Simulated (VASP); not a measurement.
A run of VASP 6.6.1 is set up as follows.

File INCAR:

```
PREC = Accurate ; ENCUT = 520
EDIFF = 1E-6 ; ISMEAR = -1
SIGMA = 0.08 ; LREAL = F
LASPH = T ; NELM = 80
ALGO = Normal ; ISIF = 2
LWAVE = F ; LCHARG = F
GGA = PE ; NBANDS = 42
```

File KPOINTS:

```
regular mesh
0
Gamma
  9 9 1
```

File POSCAR:

```
Ta
1.0
    4.6945593014      0.0000000000      0.0000000000
   -2.3472796507      4.0656076146      0.0000000000
    0.0000000000      0.0000000000     20.7914000000
Ta
6
Direct
    0.1666666667      0.3333333333      0.3996627181
    0.5000000000      1.0000000000      0.4351072253
    0.8333333333      0.6666666667      0.4712357363
    0.1666666667      0.3333333333      0.5287642531
    0.5000000000      1.0000000000      0.5648927874
    0.8333333333      0.6666666667      0.6003372795
```

Potentials or basis: VASP PAW PBE potentials, release 64 (Ta_pv).

Command:

```sh
$ cat potpaw_PBE.64/Ta_pv/POTCAR > POTCAR
$ mpirun -np 1 vasp_std > vasp.out
```

Task: What does it give for the band gap on the k mesh?

Result: Zero (bands 33 and 34 overlap by 0.11 eV).

Task: Estimate the largest force.

Result: 0.004 eV/Å.

Forces on the atoms (eV/Å):
```
Ta   0.000  0.000 -0.004
Ta   0.000  0.000 -0.001
Ta   0.000  0.000  0.002
Ta   0.000  0.000 -0.002
Ta   0.000  0.000  0.001
Ta   0.000  0.000  0.004
```

Caveat: there is no dipole correction, which matters where the two faces differ; spin-orbit coupling is left out, which moves the levels of the heavy elements.
